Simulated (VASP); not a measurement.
# Mg2Te3O (P6mm) in VASP: notebook

Mg2Te3O is run at these levels: PBE; tasks: single point, relaxation of cell and atoms.

Everything below comes from runs of VASP 6.6.1. Logs are shortened: lines on timing, memory, paths and dates and some standing lists are left out, and cuts for length are marked.

### Step 1. The cell of the first run

Symmetry: P6mm, No. 183, hexagonal system. The conventional cell has a = 6.075 Å, b = 6.075 Å, c = 4.267 Å, α = 90.00°, β = 90.00°, γ = 120.00°. Mg (site symmetry 3m) has 6 Te at 2.75 to 2.77 Å and 3 Mg at 3.51 Å and 3 O at 3.52 Å within 3.6 Å. Within 3.6 Å of Te (site symmetry 2mm) lie 4 Mg at 2.75 to 2.77 Å and 4 Te at 3.04 Å and 2 O at 3.55 Å. Within 4.6 Å of O (site symmetry 6mm) lie 6 Mg at 3.52 Å and 12 Te at 3.55 to 3.89 Å and 2 O at 4.27 Å.

The cell was built from a structure type or drawn by symmetry, and may not be a known phase.

### Step 2. Single point, PBE

File INCAR:

```
  ALGO = Normal
  EDIFF = 1E-6
  ENCUT = 520
  GGA = PE
  ISIF = 2
  ISMEAR = 0
  LASPH = T
  LCHARG = T
  LELF = T
  LREAL = F
  LVHAR = T
  LWAVE = F
  NBANDS = 23
  NELM = 60
  PREC = Accurate
  SIGMA = 0.1
```

File KPOINTS:

```
k-points
0
Gamma
  3 3 4
```

File POSCAR:

```
Mg2Te3O
1.0
    6.0749122400      0.0000000000      0.0000000000
   -3.0374561200      5.2610283300      0.0000000000
    0.0000000000      0.0000000000      4.2668333900
Mg Te O
2 3 1
Direct
    0.6666666700      0.3333333300      0.9631379800
    0.3333333300      0.6666666700      0.9631379800
    0.5000000000      0.5000000000      0.4595159900
    0.5000000000      0.0000000000      0.4595159900
    0.0000000000      0.5000000000      0.4595159900
    0.0000000000      0.0000000000      0.8888130200
```

Potentials or basis: VASP PAW PBE potentials, release 64 (Mg, Te, O).

Command:

```console
$ cat potpaw_PBE.64/Mg/POTCAR potpaw_PBE.64/Te/POTCAR potpaw_PBE.64/O/POTCAR > POTCAR
$ mpirun -np 1 vasp_std > vasp.out
```

OUTCAR:

```text
EDIFF = 1E-6
   ENCUT = 520
   GGA = PE
   ISIF = 2
   ISMEAR = 0
   LASPH = T
   LREAL = F
   NELM = 60
   PREC = Accurate

 ion  position               nearest neighbor table
   1  0.667  0.333  0.963-   5 2.75   4 2.75   3 2.75   5 2.77   4 2.77   3 2.77   2 3.51   2 3.51
                             2 3.51
   2  0.333  0.667  0.963-   5 2.75   4 2.75   3 2.75   5 2.77   4 2.77   3 2.77   1 3.51   1 3.51
                             1 3.51
   3  0.500  0.500  0.460-   1 2.75   2 2.75   1 2.77   2 2.77   5 3.04   5 3.04   4 3.04   4 3.04

   4  0.500  0.000  0.460-   1 2.75   2 2.75   1 2.77   2 2.77   3 3.04   5 3.04   3 3.04   5 3.04

   5  0.000  0.500  0.460-   1 2.75   2 2.75   1 2.77   2 2.77   3 3.04   3 3.04   4 3.04   4 3.04

   6  0.000  0.000  0.889-

  LATTYP: Found a hexagonal cell.
 ALAT       =     6.0749122400
 C/A-ratio  =     0.7023695523

  Lattice vectors:

 A1 = (   6.0749122400,   0.0000000000,   0.0000000000)
 A2 = (  -3.0374561200,   5.2610283300,   0.0000000000)
 A3 = (   0.0000000000,   0.0000000000,   4.2668333900)

Analysis of symmetry for initial positions (statically):
=====================================================================
 Subroutine PRICEL returns:
 Original cell was already a primitive cell.

 Routine SETGRP: Setting up the symmetry group for a
 hexagonal supercell.

 Subroutine GETGRP returns: Found 12 space group operations
 (whereof 12 operations were pure point group operations)
 out of a pool of 24 trial point group operations.

The static configuration has the point symmetry C_6v.

Analysis of symmetry for dynamics (positions and initial velocities):
=====================================================================
 Subroutine PRICEL returns:
 Original cell was already a primitive cell.

 Routine SETGRP: Setting up the symmetry group for a
 hexagonal supercell.

 Subroutine GETGRP returns: Found 12 space group operations
 (whereof 12 operations were pure point group operations)
 out of a pool of 24 trial point group operations.

The dynamic configuration has the point symmetry C_6v.

 Subroutine INISYM returns: Found 12 space group operations
 (whereof 12 operations are pure point group operations),
 and found     1 'primitive' translations

----------------------------------------------------------------------------------------

                                     Primitive cell

  volume of cell :     136.3692

  direct lattice vectors                    reciprocal lattice vectors
     6.074912240  0.000000000  0.000000000     0.164611431  0.095038454  0.000000000
    -3.037456120  5.261028330  0.000000000     0.000000000  0.190076908  0.000000000
     0.000000000  0.000000000  4.266833390     0.000000000  0.000000000  0.234365842

  length of vectors
     6.074912240  6.074912244  4.266833390     0.190076909  0.190076908  0.234365842

  position of ions in fractional coordinates (direct lattice)
     0.666666670  0.333333330  0.963137980
     0.333333330  0.666666670  0.963137980
     0.500000000  0.500000000  0.459515990
     0.500000000  0.000000000  0.459515990
     0.000000000  0.500000000  0.459515990
     0.000000000  0.000000000  0.888813020

  ion indices of the primitive-cell ions
   primitive index   ion index
                 1           1
                 2           2
                 3           3
                 4           4
                 5           5
                 6           6

----------------------------------------------------------------------------------------

 KPOINTS: k-points

Automatic generation of k-mesh.
 Grid dimensions read from file:
 generate k-points for:    3    3    4

 Generating k-lattice:

  Cartesian coordinates                     Fractional coordinates (reciprocal lattice)
     0.054870477  0.031679485  0.000000000     0.333333333  0.000000000  0.000000000
     0.000000000  0.063358969  0.000000000     0.000000000  0.333333333  0.000000000
     0.000000000  0.000000000  0.058591460     0.000000000  0.000000000  0.250000000

  Length of vectors
     0.063358970  0.063358969  0.058591460

  Shift w.r.t. Gamma in fractional coordinates (k-lattice)
     0.000000000  0.000000000  0.000000000

 Subroutine IBZKPT returns following result:
 ===========================================

 Found      9 irreducible k-points:

 Following reciprocal coordinates:
            Coordinates               Weight
  0.000000  0.000000  0.000000      1.000000
  0.333333 -0.000000  0.000000      6.000000
  0.333333  0.333333  0.000000      2.000000
  0.000000  0.000000  0.250000      2.000000
  0.333333 -0.000000  0.250000     12.000000
  0.333333  0.333333  0.250000      4.000000
  0.000000  0.000000  0.500000      1.000000
  0.333333 -0.000000  0.500000      6.000000
  0.333333  0.333333  0.500000      2.000000
   k-points           NKPTS =      9   k-points in BZ     NKDIM =      9   number of bands    NBANDS=     23
   number of dos      NEDOS =    301   number of ions     NIONS =      6
   total plane-waves  NPLWV =  73728
   dimension x,y,z NGX =    48 NGY =   48 NGZ =   32
   dimension x,y,z NGXF=    96 NGYF=   96 NGZF=   64
   ions per type =               2   3   1
   NGX,Y,Z   is equivalent  to a cutoff of  13.14, 13.14, 12.47 a.u.
   NGXF,Y,Z  is equivalent  to a cutoff of  26.27, 26.27, 24.94 a.u.
 SYSTEM =  unknown system
   PREC   = accura    normal or accurate (medium, high low for compatibility)
   ISTART =      0    job   : 0-new  1-cont  2-samecut
   ICHARG =      2    charge: 1-file 2-atom 10-const
   ISPIN  =      1    spin polarized calculation?
   LNONCOLLINEAR =      F non collinear calculations
   LSORBIT =      F    spin-orbit coupling
   LASPH  =      T    aspherical Exc in radial PAW
   ENCUT  =  520.0 eV  38.22 Ry    6.18 a.u.  11.30 11.30  7.93*2*pi/ulx,y,z
   NELM   =     60;   NELMIN=  2; NELMDL= -5     # of ELM steps
   EDIFF  = 0.1E-05   stopping-criterion for ELM
   LREAL  =      F    real-space projection
   EDIFFG = 0.1E-04   stopping-criterion for IOM
   NSW    =      0    number of steps for IOM
   IBRION =     -1    ionic relax: 0-MD 1-quasi-New 2-CG
   NFREE  =      0    steps in history (QN), initial steepest desc. (CG)
   ISIF   =      2    stress and relaxation
   ISYM   =      2    0-nonsym 1-usesym 2-fastsym
   POTIM  = 0.5000    time-step for ionic-motion
   TEBEG  =    0.0;   TEEND  =   0.0 temperature during run
   PSTRESS=    0.0 pullay stress
   NELECT =      28.0000    total number of electrons
   NUPDOWN=      -1.0000    fix difference up-down
   EMIN   =  10.00;   EMAX   =-10.00  energy-range for DOS
   EFERMI =   0.00;   METHOD = LEGACY
   ISMEAR =     0;   SIGMA  =   0.10  broadening in eV -4-tet -1-fermi 0-gaus
   EFERMI_NEDOS =   21; number of points for ismear=-14 and -15
   IALGO  =     38    algorithm
   IMIX   =      4    mixing-type and parameters
     AMIX     =   0.40;   BMIX     =  1.00
     AMIX_MAG =   1.60;   BMIX_MAG =  1.00
  volume/ion in A,a.u.               =      22.73       153.38
  Fermi-wavevector in a.u.,A,eV,Ry     =   0.965803  1.825104 12.691191  0.932776
  Thomas-Fermi vector in A             =   2.095551
   LORBIT       =      0    0 simple, 1 ext, 2 COOP (PROOUT), +10 PAW based schemes
   GGA     = PE    functional components
   LHFCALC =     F    Hartree Fock is set to
   AEXX    =    0.0000 exact exchange contribution
   IVDW    =     0    specifies the selected vdW correction
   LEPSILON=     F    determine dielectric tensor
   LRPA    =     F    only Hartree local field effects (RPA)
 non-spin polarized calculation
 Gauss-broadening in eV      SIGMA  =   0.10
  energy-cutoff  :      520.00
  volume of cell :      136.37
 maximum number of plane-waves:      3736
 NGX is ok and might be reduce to    48
   NGX = 23   NGY = 23   NGZ = 15

 number of electron      28.0000002 magnetization

 Free energy of the ion-electron system (eV)
  ---------------------------------------------------
  ext. energy  EPLUGINS =         0.00000000
  ---------------------------------------------------
  free energy    TOTEN  =       -14.58610004 eV

  energy without entropy =      -14.51796950  energy(sigma->0) =      -14.55203477

 E-fermi :   5.6830     XC(G=0):  -9.3855

 val. band max:        5.6536331545   @ k =   0.3333   0.3333   0.2500
 cond. band min:       5.7029418596   @ k =   0.0000   0.0000   0.0000
 fundamental gap:      0.0493087051
 Fermi energy:         5.6830154105

 k-point     1 :       0.0000    0.0000    0.0000
  band No.  band energies     occupation
      1      -9.4860      2.00000
      2      -8.4761      2.00000
      3      -5.0189      2.00000
      4      -5.0189      2.00000
      5      -2.4680      2.00000
      6       0.9219      2.00000
[... 15 lines left out ...]
     22      10.1065      0.00000
     23      11.9432      0.00000

 k-point     2 :       0.3333   -0.0000    0.0000
  band No.  band energies     occupation
      1      -9.4272      2.00000
      2      -8.1201      2.00000
      3      -6.4346      2.00000
      4      -5.1329      2.00000
      5      -0.7676      2.00000
      6       1.5874      2.00000
[... 15 lines left out ...]
     22      11.4742      0.00000
     23      12.1178      0.00000

 k-point     3 :       0.3333    0.3333    0.0000
  band No.  band energies     occupation
      1      -9.4050      2.00000
      2      -7.4383      2.00000
      3      -7.4383      2.00000
      4      -5.2260      2.00000
      5       0.9592      2.00000
      6       0.9592      2.00000
[... 15 lines left out ...]
     22      12.5394      0.00000
     23      12.5394      0.00000
[... 105 lines left out ...]
 k-point     8 :       0.3333   -0.0000    0.5000
  band No.  band energies     occupation
      1      -9.3827      2.00000
      2      -7.7619      2.00000
      3      -6.0695      2.00000
      4      -4.7907      2.00000
      5      -1.0593      2.00000
      6      -0.3877      2.00000
[... 15 lines left out ...]
     22      12.1128      0.00000
     23      12.9597      0.00000

 k-point     9 :       0.3333    0.3333    0.5000
  band No.  band energies     occupation
      1      -9.3792      2.00000
      2      -7.0499      2.00000
      3      -7.0499      2.00000
      4      -4.9200      2.00000
      5      -0.3966      2.00000
      6      -0.3966      2.00000
[... 15 lines left out ...]
     22      12.1751      0.00000
     23      12.9734      0.00000

------------------------ aborting loop because EDIFF is reached ----------------------------------------

  FORCE on cell =-STRESS in cart. coord.  units (eV):
  Direction    XX          YY          ZZ          XY          YZ          ZX
  --------------------------------------------------------------------------------------
  -------------------------------------------------------------------------------------
  Total       11.7593374     11.7593374     10.6699388      0.0000000     -0.0000000      0.0000000
  in kB      138.1583374    138.1583376    125.3591898      0.0000000     -0.0000000      0.0000000
  external PRESSURE =     133.8919550 kB  Pullay stress =       0.0000000 kB

 VOLUME and BASIS-vectors are now :
 -----------------------------------------------------------------------------
  energy-cutoff  :      520.00
  volume of cell :      136.37
      direct lattice vectors                 reciprocal lattice vectors
     6.074912240  0.000000000  0.000000000     0.164611431  0.095038454  0.000000000
    -3.037456120  5.261028330  0.000000000     0.000000000  0.190076908  0.000000000
     0.000000000  0.000000000  4.266833390     0.000000000  0.000000000  0.234365842

 POSITION                                       TOTAL-FORCE (eV/Angst)
 -----------------------------------------------------------------------------------
      3.03746      1.75368      4.10955        -0.000000      0.000000     -0.208958
     -0.00000      3.50735      4.10955         0.000000      0.000000     -0.208958
      1.51873      2.63051      1.96068         0.000000     -0.000000      0.194828
      3.03746      0.00000      1.96068        -0.000000     -0.000000      0.194828
     -1.51873      2.63051      1.96068        -0.000000     -0.000000      0.194828
      0.00000      0.00000      3.79242         0.000000     -0.000000     -0.166569
 -----------------------------------------------------------------------------------
    total drift:                               -0.000000     -0.000000     -0.000578

  FREE ENERGIE OF THE ION-ELECTRON SYSTEM (eV)
  ---------------------------------------------------
  free  energy   TOTEN  =       -14.5861000430 eV

  energy  without entropy=      -14.5179695028  energy(sigma->0) =      -14.55203477
```

It took 67 s on 1 thread of Intel Xeon 8259CL, shared host; peak memory 0.26 GiB.

What came out:

```yaml
Free_energy: -14.5861 eV
Pressure: 13.4 GPa
Largest_force: 0.209 eV/Å
Band_gap_on_the_k_mesh: zero (bands 14 and 15 overlap by 0.56 eV)
```

Forces on the atoms (eV/Å):
```
Mg   0.000  0.000 -0.209
Mg   0.000  0.000 -0.209
Te   0.000  0.000  0.195
Te   0.000  0.000  0.195
Te   0.000  0.000  0.195
O    0.000  0.000 -0.167
```

Stress tensor (GPa, compression positive):
```
13.82  0.00  0.00
 0.00 13.82  0.00
 0.00  0.00 12.54
```

Levels at points of the mesh, in eV from the Fermi level:
| k point | band 10 | band 11 | band 12 | band 13 | band 14 | band 15 | band 16 | band 17 | band 18 | band 19 |
| --- | --- | --- | --- | --- | --- | --- | --- | --- | --- | --- |
| (0.00, 0.00, 0.00) | -1.48 | -0.50 | -0.41 | -0.41 | 0.02 | 2.23 | 2.34 | 2.69 | 2.69 | 3.23 |
| (0.00, 0.00, 0.50) | -3.83 | -1.04 | -1.04 | -0.78 | -0.73 | 2.50 | 2.85 | 2.85 | 3.48 | 3.48 |

Caveat: the k points lie up to 0.40 Å⁻¹ apart, too coarse for converged energies and pressures of a metal; semilocal functionals underestimate gaps, so a narrow gap can read as zero; spin-orbit coupling is left out, which moves the levels of the heavy elements.

### Step 3. Relaxation of cell and atoms, PBE

File INCAR:

```
SYSTEM = Mg2Te3O
ALGO = Normal
EDIFF = 1E-6
EDIFFG = -0.04
ENCUT = 600
GGA = PE
IBRION = 2
ISIF = 3
ISMEAR = 0
LASPH = .True.
LCHARG = .False.
LREAL = .False.
LWAVE = .False.
NELM = 80
NSW = 90
PREC = Accurate
SIGMA = 0.1
```

File KPOINTS:

```
k-points
0
Gamma
  3 3 4
  0 0 0
```

POSCAR is that of step 2.

Potentials or basis: VASP PAW PBE potentials, release 64 (Mg, Te, O).

Command:

```console
$ cat potpaw_PBE.64/Mg/POTCAR potpaw_PBE.64/Te/POTCAR potpaw_PBE.64/O/POTCAR > POTCAR
$ mpirun -np 1 vasp_std > vasp.out
```

Wall time 29 min (1 thread of Intel Xeon 8259CL, shared host); peak memory 0.31 GiB.

The run converged. Its results:

- Free energy: -16.3120 eV
- Relaxed volume: 29.01 Å³/atom
- Relaxed cell: a = 6.838 Å, b = 6.838 Å, c = 4.298 Å, α = 90.00°, β = 90.00°, γ = 120.00°
- Space group after relaxing (to 0.1 Å): P6mm (No. 183)
- Energy gained by relaxing: 287.5 meV/atom
- Ionic steps: 37
- Pressure after relaxing: 0.0 GPa
- Largest force after relaxing: 0.039 eV/Å
- Band gap on the k mesh: zero (bands 14 and 15 overlap by 0.62 eV)

Forces in eV/Å, atoms in the order of the input:
```
Mg   0.000  0.000  0.017
Mg   0.000  0.000  0.017
Te   0.000  0.000 -0.024
Te   0.000  0.000 -0.024
Te   0.000  0.000 -0.024
O    0.000  0.000  0.039
```

Step by step:
```tsv
step	energy change (eV)	largest force (eV/Å)	pressure (GPa)	volume (Å³)
1	0.0000	0.2091	13.39	136.37
2	-1.2266	0.0960	-0.98	177.39
3	-1.2405	0.1033	0.03	172.12
4	-1.2406	0.1023	-0.10	172.89
5	-1.2896	0.1196	-0.11	173.35
6	-1.3546	0.1316	0.25	174.29
7	-1.3561	0.1288	0.17	174.19
8	-1.3562	0.1292	0.18	174.21
9	-1.3582	0.1316	-0.07	175.51
10	-1.3584	0.1324	-0.18	176.10
11	-1.3602	0.1377	-0.18	176.10
12	-1.3656	0.1494	-0.17	176.07
13	-1.3770	0.1759	-0.14	176.02
14	-1.4015	0.2209	-0.08	175.92
15	-1.4524	0.2849	0.08	175.69
16	-1.5092	0.6324	0.59	175.15
17	-1.5096	0.6333	0.59	175.15
18	-1.5107	0.6359	0.59	175.17
19	-1.5130	0.6413	0.59	175.20
20	-1.5171	0.6520	0.59	175.27
21	-1.5238	0.6741	0.60	175.40
22	-1.5292	0.7180	0.62	175.66
23	-1.5392	0.6991	0.54	175.83
24	-1.5669	0.6432	0.33	176.33
25	-1.6132	0.5370	-0.05	177.32
26	-1.6707	0.3469	-0.74	179.28
27	-1.6608	0.0645	-1.79	183.12
28	-1.6857	0.1986	-1.25	180.99
29	-1.7038	0.1625	-0.92	178.92
30	-1.7227	0.0717	-0.18	174.64
31	-1.7232	0.0514	-0.01	173.81
32	-1.7232	0.0549	-0.04	173.95
33	-1.7236	0.0485	-0.03	173.95
34	-1.7242	0.0457	0.00	173.95
35	-1.7243	0.0455	0.01	173.95
36	-1.7246	0.0421	-0.01	173.98
37	-1.7250	0.0386	-0.03	174.05
```

Final structure:
```
Mg Te O
1.0
     6.83824    0.00000    0.00000
    -3.41912    5.92209    0.00000
     0.00000    0.00000    4.29793
Mg Te O
2 3 1
Cartesian
  3.4191 1.9740 0.1499
  0.0000 3.9481 0.1499
  1.7096 2.9610 2.3019
  3.4191 0.0000 2.3019
  -1.7096 2.9610 2.3019
  0.0000 0.0000 2.2225
```

Levels at points of the mesh, in eV from the Fermi level:
| k point | band 10 | band 11 | band 12 | band 13 | band 14 | band 15 | band 16 | band 17 | band 18 |
| --- | --- | --- | --- | --- | --- | --- | --- | --- | --- |
| (0.00, 0.00, 0.00) | -1.07 | -0.30 | -0.30 | -0.01 | 0.46 | 0.99 | 1.32 | 1.32 | 3.07 |
| (0.00, 0.00, 0.50) | -3.23 | -0.75 | -0.30 | -0.19 | -0.19 | 1.26 | 1.62 | 1.62 | 2.56 |

Caveat: the k points lie up to 0.37 Å⁻¹ apart in the final cell, too coarse for converged energies and pressures of a metal; the volume moved by over 15 % at a fixed basis, so the end points are rough; semilocal functionals underestimate gaps, so a narrow gap can read as zero; spin-orbit coupling is left out, which moves the levels of the heavy elements.
